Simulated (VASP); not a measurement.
**Be2Pd: relaxation of cell and atoms with PBE**

The system is Be2Pd.

```
Be Pd
1.0
     3.72163    0.00000    0.00000
    -1.86082    3.22303    0.00000
     0.00000    0.00000    2.61554
Be Pd
2 1
Cartesian
  0.0000 2.1487 1.3078
  1.8608 1.0743 1.3078
  0.0000 0.0000 0.0000
```

```yaml
Program: VASP 6.6.1
Task: relaxation of cell and atoms
Functional: PBE
Potentials_or_basis: VASP PAW PBE potentials, release 64 (Be, Pd)
Cutoff: 600 eV
k_mesh: 12 × 12 × 18
Occupations: gaussian, width 0.1 eV
Spin: no spin polarisation
Dipole_correction: no
Further_INCAR_settings: ALGO = Fast; EDIFF = 1e-06; IBRION = 2; EDIFFG = -0.01; NSW = 100; ISIF = 3
```

The relaxed volume is 10.44 Å³/atom, the relaxed cell is a = 3.714 Å, b = 3.714 Å, c = 2.622 Å, α = 90.00°, β = 90.00°, γ = 120.00° and the space group after relaxing (to 0.1 Å) is P6/mmm (No. 191). The energy gained by relaxing is 0.1 meV/atom and the ionic steps are 5. The pressure after relaxing is -0.1 GPa and the band gap on the k mesh is zero (bands 7 and 8 overlap by 6.31 eV).

The path:
| step | energy change (eV) | largest force (eV/Å) | pressure (GPa) | volume (Å³) |
| --- | --- | --- | --- | --- |
| 1 | 0.0000 | 0.0000 | -0.32 | 31.37 |
| 2 | -0.0003 | 0.0000 | 0.16 | 31.28 |
| 3 | -0.0003 | 0.0000 | 0.17 | 31.28 |
| 4 | -0.0003 | 0.0000 | 0.16 | 31.28 |
| 5 | -0.0003 | 0.0000 | -0.06 | 31.32 |

Final structure:
```
CELL_PARAMETERS angstrom
3.71432 0.00000 0.00000
-1.85716 3.21669 0.00000
0.00000 0.00000 2.62161
ATOMIC_POSITIONS crystal
Be 0.33333 0.66667 0.50000
Be 0.66667 0.33333 0.50000
Pd 0.00000 0.00000 0.00000
```

Levels at points of the mesh, in eV from the Fermi level:
| k point | band 5 | band 6 | band 7 | band 8 | band 9 | band 10 |
| --- | --- | --- | --- | --- | --- | --- |
| (0.00, 0.00, 0.00) | -2.40 | -2.40 | 3.37 | 3.37 | 3.77 | 3.77 |
| (0.50, 0.00, 0.00) | -2.98 | -2.75 | -2.46 | -1.98 | 5.80 | 10.19 |
| (0.00, 0.00, 0.50) | -3.68 | -3.68 | 0.50 | 2.57 | 2.57 | 4.92 |
| (0.50, 0.00, 0.50) | -2.41 | -2.34 | -2.11 | 2.82 | 3.00 | 4.17 |

Run time: 3.2 min on 1 thread of AMD EPYC 7R43 64-Core Processor (Zen 3) (shared host), peak memory 0.2 GiB.
